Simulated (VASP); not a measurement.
A run of VASP 6.6.1:

Contents of INCAR:

```
ALGO     = Normal         # electronic algorithm
EDIFF    = 1E-6           # SCF threshold, eV
ENCUT    = 520            # plane-wave cutoff, eV
GGA      = PE             # functional
ISIF     = 2              # what is computed and relaxed
ISMEAR   = 0              # smearing method
LASPH    = T              # aspherical terms in the spheres
LCHARG   = F              # write CHGCAR
LREAL    = F              # projectors in reciprocal space
LWAVE    = F              # write WAVECAR
NBANDS   = 20             # bands
NELM     = 60             # most SCF steps
PREC     = Accurate       # precision mode
SIGMA    = 0.1            # smearing width, eV
```

Contents of KPOINTS:

```
k-points
0
Gamma
  12 12 8
```

POSCAR

```
Be2Cl
1.0
    5.1200087585     -1.5345705584     -0.0164161163
    5.1200087585      1.5345705584     -0.0164161163
   -1.3882829324      0.0000000000      5.2853877281
Be Cl
4 2
Direct
    0.2919710253      0.3214223522      0.1530019160
    0.3214223522      0.2919710253      0.6530019160
    0.6785776478      0.7080289747      0.3469980840
    0.7080289747      0.6785776478      0.8469980840
    0.2890393009      0.7109606991      0.2500000000
    0.7109606991      0.2890393009      0.7500000000
```

Potentials or basis: VASP PAW PBE potentials, release 64 (Be, Cl).

Command:

```bash
$ cat potpaw_PBE.64/Be/POTCAR potpaw_PBE.64/Cl/POTCAR > POTCAR
$ mpirun -np 1 vasp_std > vasp.out
```

Hardware: 1 thread of Oxide Virtual Turin-like Processor, on a shared host.

Task: How long does it take, and how much memory?

Result: Wall time 14 min on 1 thread of Oxide Virtual Turin-like Processor, with other jobs on the host, peak memory 0.51 GiB. Counts: scf iterations 12, k points 320.
